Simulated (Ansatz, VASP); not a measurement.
AlSi23HO48 in VASP and in Ansatz

```
Si O Al H
1.0
     9.83160    0.00000    0.00000
    -4.91580    8.51441    0.00000
     0.00000    0.00000   10.81820
Si O Al H
23 48 1 1
Cartesian
  2.5913 0.0503 1.7909
  -1.2648 2.2720 3.6099
  1.1634 2.0479 10.8113
  -2.2745 8.4418 7.1793
  8.4263 2.2543 9.0431
  1.1622 1.8932 5.4517
  0.2046 4.2910 1.8405
  -3.7850 6.5686 3.5917
  -1.2760 6.2956 0.0391
  -3.7369 6.4825 9.0360
  -1.2748 6.2391 5.3582
  7.6007 0.0112 1.8125
  3.5880 2.2903 3.6366
  5.9905 1.9382 0.0569
  7.5413 0.0030 7.2294
  3.5931 2.2319 9.0042
  6.0878 1.9534 5.3847
  5.0589 4.2653 1.8407
  1.1925 6.5514 3.6491
  3.6170 6.2515 0.0188
  5.1338 4.2116 7.2300
  1.1720 6.5695 9.0488
  3.6272 6.2614 5.4471
  -0.3105 1.6776 4.7802
  1.1462 3.1322 1.1985
  -0.7382 3.6884 3.0168
  1.6636 0.6183 0.5723
  2.1234 2.5177 4.2803
  3.5279 1.2200 2.4107
  -0.3271 1.8853 10.1725
  1.1245 2.8485 6.7357
  -1.0722 3.7771 8.3694
  1.7369 0.4407 5.9287
  2.1267 2.5599 9.6135
  3.5453 1.1131 7.8293
  -2.7822 6.0863 4.7645
  -1.3394 7.4119 1.2138
  -3.3054 7.9762 2.9418
  -0.7384 4.8939 0.6563
  -0.3023 6.8620 4.1957
  1.1679 5.4365 2.4626
  -2.7638 6.0223 10.2530
  -1.2909 7.2789 6.6272
  -3.2577 7.8658 8.3518
  -0.7655 4.8113 5.8568
  -0.3297 6.8146 9.6460
  1.2157 5.4659 7.9022
  4.5997 1.7304 4.7845
  5.9714 3.0712 1.2203
  4.1274 3.7074 3.0516
  6.5749 0.5554 0.6643
  7.0686 2.4830 4.2051
  8.5293 1.2178 2.3657
  4.5256 1.6860 10.2303
  6.0720 3.0591 6.5851
  4.1869 3.6161 8.4016
  6.6047 0.5513 6.0187
  6.9588 2.4698 9.6667
  8.4785 1.2014 7.8253
  2.1304 6.0000 4.8691
  3.6742 7.4136 1.1593
  1.8087 7.9248 3.0402
  4.1095 4.8424 0.6525
  4.5635 6.7776 4.2223
  6.0245 5.4322 2.4204
  2.1022 6.0906 10.3050
  3.6082 7.3719 6.6379
  1.7093 7.9990 8.4641
  4.2196 4.8857 6.0774
  4.5849 6.6727 9.5892
  6.1879 5.2651 7.9250
  0.2728 4.2801 7.1177
  -2.0909 4.3979 8.1673
```

Alike in both runs: task single point; functional PBE; dispersion D3(BJ); k mesh 1 × 1 × 1; occupations gaussian, width 0.02 eV; no spin polarisation.

```csv
,VASP,Ansatz
version,VASP 6.6.1,Ansatz 0.2.0
potentials or method,"VASP PAW PBE potentials, release 64 (Si, O, Al, H)","scalar-relativistic, plane waves, PAW"
plane-wave cutoff (eV),520,420
valence electrons in the cell,384,384
```

|  | VASP | Ansatz | Ansatz less VASP |
| --- | --- | --- | --- |
| gap on the k mesh at the Fermi level (eV) | 5.36 | 5.37 | +0.005 |
| least direct gap on the mesh (eV) | 5.36 | 5.37 | +0.005 |
